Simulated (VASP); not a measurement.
# Hf (Fm-3m) in VASP: single point with PBE

Aim: the single point of Hf with PBE.

All numbers are computed with VASP 6.6.1; they aren't measurements. Logs are shortened: lines on timing, memory, paths and dates and some standing lists are left out, and cuts for length are marked.

## 1. The cell of the first run

It takes space group Fm-3m (No. 225, cubic). The conventional cell has a = 4.440 Å, b = 4.440 Å, c = 4.440 Å, α = 90.00°, β = 90.00°, γ = 90.00°. Within 4.1 Å of Hf (site symmetry m-3m) lie 12 Hf at 3.14 Å.

## 2. Single point, PBE

INCAR reads:

```
SYSTEM = Hf
ALGO     = Normal         ! electronic algorithm
EDIFF    = 1E-6           ! SCF threshold, eV
ENCUT    = 500            ! plane-wave cutoff, eV
GGA      = PE             ! functional
GGA_COMPAT= .False.      
ISIF     = 2              ! what is computed and relaxed
ISMEAR   = 0              ! smearing method
LASPH    = .True.         ! aspherical terms in the spheres
LCHARG   = .True.         ! write CHGCAR
LELF     = .True.         ! ELF
LREAL    = .False.        ! projectors in reciprocal space
LVHAR    = .True.       
LWAVE    = .False.        ! write WAVECAR
NBANDS   = 11             ! bands
NELM     = 120            ! most SCF steps
PREC     = Accurate       ! precision mode
SIGMA    = 0.15           ! smearing width, eV
```

KPOINTS reads:

```
k-points
0
Gamma
  20 20 20
  0 0 0
```

POSCAR reads:

```
Hf
1.0
    0.0000000000      2.2200000000      2.2200000000
    2.2200000000      0.0000000000      2.2200000000
    2.2200000000      2.2200000000      0.0000000000
Hf
1
Direct
    0.0000000000      0.0000000000      0.0000000000
```

Potentials or basis: VASP PAW PBE potentials, release 64 (Hf_pv).

Run with:

```bash
cat potpaw_PBE.64/Hf_pv/POTCAR > POTCAR
mpirun -np 1 vasp_std > vasp.out
```

OUTCAR:

```text
SYSTEM = Hf
   EDIFF = 1E-6
   ENCUT = 500
   GGA = PE
   ISIF = 2
   ISMEAR = 0
   LASPH = .True.
   LREAL = .False.
   NELM = 120
   PREC = Accurate

 ion  position               nearest neighbor table
   1  0.000  0.000  0.000-

  LATTYP: Found a face centered cubic cell.
 ALAT       =     4.4400000000

  Lattice vectors:

 A1 = (   0.0000000000,   2.2200000000,   2.2200000000)
 A2 = (   2.2200000000,   0.0000000000,   2.2200000000)
 A3 = (   2.2200000000,   2.2200000000,   0.0000000000)

Analysis of symmetry for initial positions (statically):
=====================================================================
 Subroutine PRICEL returns:
 Original cell was already a primitive cell.

 Routine SETGRP: Setting up the symmetry group for a
 face centered cubic supercell.

 Subroutine GETGRP returns: Found 48 space group operations
 (whereof 48 operations were pure point group operations)
 out of a pool of 48 trial point group operations.

The static configuration has the point symmetry O_h .

Analysis of symmetry for dynamics (positions and initial velocities):
=====================================================================
 Subroutine PRICEL returns:
 Original cell was already a primitive cell.

 Routine SETGRP: Setting up the symmetry group for a
 face centered cubic supercell.

 Subroutine GETGRP returns: Found 48 space group operations
 (whereof 48 operations were pure point group operations)
 out of a pool of 48 trial point group operations.

The dynamic configuration has the point symmetry O_h .

 Subroutine INISYM returns: Found 48 space group operations
 (whereof 48 operations are pure point group operations),
 and found     1 'primitive' translations

----------------------------------------------------------------------------------------

                                     Primitive cell

  volume of cell :      21.8821

  direct lattice vectors                    reciprocal lattice vectors
     0.000000000  2.220000000  2.220000000    -0.225225225  0.225225225  0.225225225
     2.220000000  0.000000000  2.220000000     0.225225225 -0.225225225  0.225225225
     2.220000000  2.220000000  0.000000000     0.225225225  0.225225225 -0.225225225

  length of vectors
     3.139554108  3.139554108  3.139554108     0.390101533  0.390101533  0.390101533

[... 76 lines left out ...]
   ENCUT  =  500.0 eV  36.75 Ry    6.06 a.u.   5.72  5.72  5.72*2*pi/ulx,y,z
   NELM   =    120;   NELMIN=  2; NELMDL= -5     # of ELM steps
   EDIFF  = 0.1E-05   stopping-criterion for ELM
   LREAL  =      F    real-space projection
   EDIFFG = 0.1E-04   stopping-criterion for IOM
   NSW    =      0    number of steps for IOM
   IBRION =     -1    ionic relax: 0-MD 1-quasi-New 2-CG
   NFREE  =      0    steps in history (QN), initial steepest desc. (CG)
   ISIF   =      2    stress and relaxation
   ISYM   =      2    0-nonsym 1-usesym 2-fastsym
   POTIM  = 0.5000    time-step for ionic-motion
   TEBEG  =    0.0;   TEEND  =   0.0 temperature during run
   PSTRESS=    0.0 pullay stress
   NELECT =      10.0000    total number of electrons
   NUPDOWN=      -1.0000    fix difference up-down
   EMIN   =  10.00;   EMAX   =-10.00  energy-range for DOS
   EFERMI =   0.00;   METHOD = LEGACY
   ISMEAR =     0;   SIGMA  =   0.15  broadening in eV -4-tet -1-fermi 0-gaus
   EFERMI_NEDOS =   21; number of points for ismear=-14 and -15
   IALGO  =     38    algorithm
   IMIX   =      4    mixing-type and parameters
     AMIX     =   0.40;   BMIX     =  1.00
     AMIX_MAG =   1.60;   BMIX_MAG =  1.00
  volume/ion in A,a.u.               =      21.88       147.67
  Fermi-wavevector in a.u.,A,eV,Ry     =   1.260991  2.382927 21.634588  1.590097
  Thomas-Fermi vector in A             =   2.394472
   LORBIT       =      0    0 simple, 1 ext, 2 COOP (PROOUT), +10 PAW based schemes
   GGA     = PE    functional components
   LHFCALC =     F    Hartree Fock is set to
   AEXX    =    0.0000 exact exchange contribution
   IVDW    =     0    specifies the selected vdW correction
   LEPSILON=     F    determine dielectric tensor
   LRPA    =     F    only Hartree local field effects (RPA)
 non-spin polarized calculation
 Gauss-broadening in eV      SIGMA  =   0.15
  energy-cutoff  :      500.00
  volume of cell :       21.88
 maximum number of plane-waves:       568
   NGX = 11   NGY = 11   NGZ = 11

 number of electron      10.0000000 magnetization

 Free energy of the ion-electron system (eV)
  ---------------------------------------------------
  ext. energy  EPLUGINS =         0.00000000
  ---------------------------------------------------
  free energy    TOTEN  =        -9.85648644 eV

  energy without entropy =       -9.84044330  energy(sigma->0) =       -9.84846487

 E-fermi :   4.8967     XC(G=0): -11.3866

 val. band max:        4.8796961895   @ k =   0.3000   0.0000   0.0000
 cond. band min:       4.9021424561   @ k =  -0.2500   0.0500   0.0000
 fundamental gap:      0.0224462666
 Fermi energy:         4.8967291143

 k-point     1 :       0.0000    0.0000    0.0000
  band No.  band energies     occupation
      1     -25.0362      2.00000
      2     -25.0362      2.00000
      3     -25.0362      2.00000
      4      -2.3904      2.00000
      5       6.3094      0.00000
      6       6.3094      0.00000
      7       6.3094      0.00000
      8       9.1802      0.00000
      9       9.1802      0.00000
     10      16.2836      0.00000
     11      18.0414      0.00000
[... 309 lines left out ...]
 k-point    24 :      -0.3500    0.0500    0.0000
  band No.  band energies     occupation
      1     -25.7696      2.00000
      2     -25.1572      2.00000
      3     -25.1278      2.00000
      4       0.8432      2.00000
      5       4.9387      0.69216
      6       6.2151      0.00000
      7       6.3608      0.00000
      8      10.0427      0.00000
      9      10.8126      0.00000
     10      15.2038      0.00000
     11      17.8470      0.00000

 [... further k-points ...]
[... 5 lines left out ...]
  --------------------------------------------------------------------------------------
  -------------------------------------------------------------------------------------
  Total        0.3797973      0.3797973      0.3797973      0.0000000      0.0000000      0.0000000
  in kB       27.8082433     27.8082433     27.8082433      0.0000000      0.0000000      0.0000000
  external PRESSURE =      27.8082433 kB  Pullay stress =       0.0000000 kB

 VOLUME and BASIS-vectors are now :
 -----------------------------------------------------------------------------
  energy-cutoff  :      500.00
  volume of cell :       21.88
      direct lattice vectors                 reciprocal lattice vectors
     0.000000000  2.220000000  2.220000000    -0.225225225  0.225225225  0.225225225
     2.220000000  0.000000000  2.220000000     0.225225225 -0.225225225  0.225225225
     2.220000000  2.220000000  0.000000000     0.225225225  0.225225225 -0.225225225

 POSITION                                       TOTAL-FORCE (eV/Angst)
 -----------------------------------------------------------------------------------
      0.00000      0.00000      0.00000         0.000000      0.000000     -0.000000
 -----------------------------------------------------------------------------------
    total drift:                                0.000000      0.000000     -0.000000

  FREE ENERGIE OF THE ION-ELECTRON SYSTEM (eV)
  ---------------------------------------------------
  free  energy   TOTEN  =        -9.8564864417 eV

  energy  without entropy=       -9.8404432953  energy(sigma->0) =       -9.84846487
```

OSZICAR:

```text
N       E                     dE             d eps       ncg     rms          rms(c)
DAV:   1     0.120516654095E+02    0.12052E+02   -0.56135E+03  5683   0.816E+02
DAV:   2    -0.976022598230E+01   -0.21812E+02   -0.21109E+02  7073   0.150E+02
DAV:   3    -0.101794756382E+02   -0.41925E+00   -0.41570E+00  7022   0.143E+01
DAV:   4    -0.101810549794E+02   -0.15793E-02   -0.15790E-02  6455   0.109E+00
DAV:   5    -0.101810633288E+02   -0.83494E-05   -0.83495E-05  7142   0.699E-02    0.464E+01
DAV:   6    -0.994081879669E+01    0.24024E+00   -0.20126E-01  6346   0.338E+00    0.276E+01
DAV:   7    -0.986025052190E+01    0.80568E-01   -0.31131E-01  6580   0.408E+00    0.131E+00
DAV:   8    -0.985644470224E+01    0.38058E-02   -0.23826E-02  6337   0.107E+00    0.838E-02
DAV:   9    -0.985648559614E+01   -0.40894E-04   -0.35981E-04  6807   0.154E-01    0.526E-02
DAV:  10    -0.985648655120E+01   -0.95506E-06   -0.19903E-05  6460   0.356E-02    0.444E-02
DAV:  11    -0.985648644174E+01    0.10946E-06   -0.30160E-06  6597   0.131E-02
   1 F= -.98564864E+01 E0= -.98484649E+01  d E =-.160431E-01
```

It took 98 s on 1 thread of AMD EPYC 7R13, shared host; peak memory 0.15 GiB.

Results:

```
Free energy            : -9.8565 eV
Pressure               : 2.8 GPa
Band gap on the k mesh : zero (band 5 reaches 6.31 eV, above the bottom of band 6 at 4.37 eV)
```

Caveat: spin-orbit coupling is left out, which moves the levels of the heavy elements.
